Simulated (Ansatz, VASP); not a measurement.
**One calculation of Pd, two programs**

File INCAR:

```
  PREC = Accurate
  ENCUT = 500
  EDIFF = 1E-6
  ISMEAR = -1
  SIGMA = 0.1
  LREAL = F
  LASPH = T
  NELM = 120
  ALGO = Normal
  ISIF = 2
  LWAVE = F
  LCHARG = F
  GGA = RP
  NBANDS = 17
  GGA_COMPAT = F
```

The input KPOINTS:

```
Automatic mesh
0
Gamma
  15 15 8
```

File POSCAR:

```
Pd
1.0
    2.7661895591      0.0000000000      0.0000000000
   -1.3830947796      2.3955904299      0.0000000000
    0.0000000000      0.0000000000      4.6043657964
Pd
2
Direct
    0.3333333333      0.6666666667      0.2500000000
    0.6666666667      0.3333333333      0.7500000000
```

Input for Ansatz:

```yaml
crystal:
  lattice:
    - [2.7661895591, 0.0, 0.0]
    - [-1.3830947796, 2.3955904299, 0.0]
    - [0.0, 0.0, 4.6043657964]
  atoms:
    - { symbol: Pd, position: [0.3333333333, 0.6666666667, 0.25] }
    - { symbol: Pd, position: [0.6666666667, 0.3333333333, 0.75] }
hamiltonian:
  xc: rpbe
  pseudopotentials:
    kind: paw
    azcp:
      Pd: "pseudopotentials/Pd.paw.azcp"
basis:
  ecutwfc: 420
  fft_grid_basis: typed
kpoints:
  mp_grid: { grid: [15, 15, 8], shift: [0, 0, 0] }
magnetization:
  spin_polarized: false
scf:
  occupations: { method: fermi_dirac, width: 0.1 }
  lower_state_search: "off"
output:
  stress: true
```

Alike in both runs: task single point; functional RPBE; k mesh 15 × 15 × 8; occupations fermi-dirac, width 0.1 eV; no spin polarisation.

```csv
,VASP,Ansatz
version,VASP 6.6.1,Ansatz 0.2.0
potentials or method,"VASP PAW PBE potentials, release 64 (Pd), cutoff 500 eV","plane waves (420 eV) with PAW, scalar-relativistic"
valence electrons in the cell,20,36
```

Ansatz gave:

```
pressure (GPa)                                                : 6.5
traceless stress, the component that is largest in VASP (GPa) : -0.16
```

Which values does VASP return?

Pressure (GPa): 6.3; traceless stress, the component that is largest in VASP (GPa): -0.19.

VASP's potentials were made for PBE, not for RPBE. VASP's potentials hold 20 valence electrons a cell and Ansatz's 36, so a difference there can come from the potentials and not from the codes.
